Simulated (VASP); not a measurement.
Crystal: BN.

```xyz
2
Lattice="0.0279 1.7967 1.7967 1.7967 0.0279 1.7967 1.7967 1.7967 0.0279" Properties=species:S:1:pos:R:3 pbc="T T T"
B     0.0005    0.0005    0.0005
N     0.9048    0.9048    0.9048
```

This cell differs from its parent crystal: epitaxial 111 strain -2.0%.

Program: VASP 6.6.1. Alike in all runs: task single point; no spin polarisation; cell as given; k mesh 12 × 12 × 12.

**Question.** Order these runs on this cell by their pressure, lowest first.
A. level PBE; potentials or basis VASP PAW PBE potentials, release 64 (B, N); cutoff (eV) 520; smearing fermi-dirac 0.02 eV
B. level r2SCAN; potentials or basis VASP PAW PBE potentials, release 64 (B_h, N_h); cutoff (eV) 910; smearing gaussian 0.01 eV; second run hard_potentials
C. level r2SCAN; potentials or basis VASP PAW PBE potentials, release 64 (B, N); cutoff (eV) 520; smearing gaussian 0.01 eV

**Answer.** B (15.2 GPa), C (17.1 GPa), A (20.9 GPa).

Caveats: the PAW data sets were made with another functional, which shifts forces and pressure a little (some runs); the cutoff is under 1.25 times the usual one of these potentials, so pressure, stress and relaxed cells hold a basis-set (Pulay) error (some runs).
